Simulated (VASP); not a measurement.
Crystal: B.

```
B
1.0
     0.00000    1.96043    1.96043
     1.96043    0.00000    1.96043
     1.96043    1.96043    0.00000
B
2
Direct
  0.00000 0.00000 0.00000
  0.25000 0.25000 0.25000
```

Base run:

| Item | Value |
| --- | --- |
| Program | VASP 6.6.1 |
| Functional | r2SCAN |
| Potentials or basis | VASP PAW PBE potentials, release 64 (B) |
| Cutoff | 520 eV |
| k mesh | 8 × 8 × 8 |
| Occupations | methfessel-paxton, width 0.0203 eV |
| Spin | no spin polarisation |

Its results: band gap on the k mesh zero (band 3 reaches 9.22 eV, above the bottom of band 4 at 0.83 eV); pressure 21.6 GPa.

Problem. The run is repeated on the same cell with these changes: functional from r2SCAN to PBE. What comes out?

Solution. Band gap on the k mesh zero (band 3 reaches 8.91 eV, above the bottom of band 4 at 1.01 eV); pressure 21.0 GPa.

Caveats: the PAW data sets were made with another functional, which shifts forces and pressure a little (some runs).
